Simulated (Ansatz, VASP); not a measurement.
## Cs2Cl in VASP and in Ansatz

The input INCAR:

```
SYSTEM = Cs2Cl
PREC     = Accurate       ! precision mode
ENCUT    = 600            ! plane-wave cutoff, eV
EDIFF    = 1E-6           ! SCF threshold, eV
ISMEAR   = 0              ! smearing method
SIGMA    = 0.1            ! smearing width, eV
LREAL    = .False.        ! projectors in reciprocal space
LASPH    = .True.         ! aspherical terms in the spheres
NELM     = 100            ! most SCF steps
ALGO     = Normal         ! electronic algorithm
ISIF     = 3              ! what is computed and relaxed
LWAVE    = .False.        ! write WAVECAR
LCHARG   = .False.        ! write CHGCAR
GGA      = PE             ! functional
IBRION   = 2              ! ionic algorithm
NSW      = 100            ! ionic steps
EDIFFG   = -0.01          ! ionic threshold
```

The input KPOINTS:

```
Automatic mesh
0
Gamma
  12 12 12
  0 0 0
```

File POSCAR:

```
Cs2Cl
1.0
    2.8835000000      1.6647895000      4.7442624000
   -2.8835000000      1.6647895000      4.7442624000
    0.0000000000     -3.3295790000      4.7442624000
Cs Cl
2 1
Direct
    0.2487566200      0.2487566200      0.2487566200
    0.7512433800      0.7512433800      0.7512433800
    0.0000000000      0.0000000000      0.0000000000
```

Input for Ansatz:

```yaml
crystal:
  lattice:
    - [2.8835, 1.6647895, 4.7442624]
    - [-2.8835, 1.6647895, 4.7442624]
    - [0.0, -3.329579, 4.7442624]
  atoms:
    - { symbol: Cs, position: [0.24875662, 0.24875662, 0.24875662] }
    - { symbol: Cs, position: [0.75124338, 0.75124338, 0.75124338] }
    - { symbol: Cl, position: [0.0, 0.0, 0.0] }
basis:
  ecutwfc: 420
kpoints:
  mp_grid: { grid: [12, 12, 12] }
hamiltonian:
  xc: pbe
scf:
  occupations: { method: gaussian, width: 0.1 }
output:
  forces: true
  stress: true
  eigenvalues: true
relax:
  adjacent_minimum: "off"
  f_tol: 0.01
  max_steps: 80
  cell: { stress_tol: 0.05 }
```

Alike in both runs: task relaxation of cell and atoms; functional PBE; k mesh 12 × 12 × 12; occupations gaussian, width 0.1 eV; no spin polarisation.

|  | VASP | Ansatz |
| --- | --- | --- |
| version | VASP 6.6.1 | Ansatz 0.2.0 |
| potentials or method | VASP PAW PBE potentials, release 64 (Cs_sv, Cl), cutoff 600 eV | scalar-relativistic, plane waves, PAW |
| valence electrons in the cell | 25 | 25 |

Ansatz gave:

- gap on the k mesh at the Fermi level, each at its own relaxed structure (eV): none
- relaxed volume (Å³/atom): 56.65
- relaxed cell length with the largest relative difference (Å): 6.224

Task: Which values does VASP return?

Result: gap on the k mesh at the Fermi level, each at its own relaxed structure (eV): none; relaxed volume (Å³/atom): 56.61; relaxed cell length with the largest relative difference (Å): 6.226.

A gap of «none» marks a metal or a gap that the smearing closes.

Neither program's run includes spin-orbit coupling. Noted on VASP's run: the volume moved by over 15 % at a fixed basis, so the end points are rough.
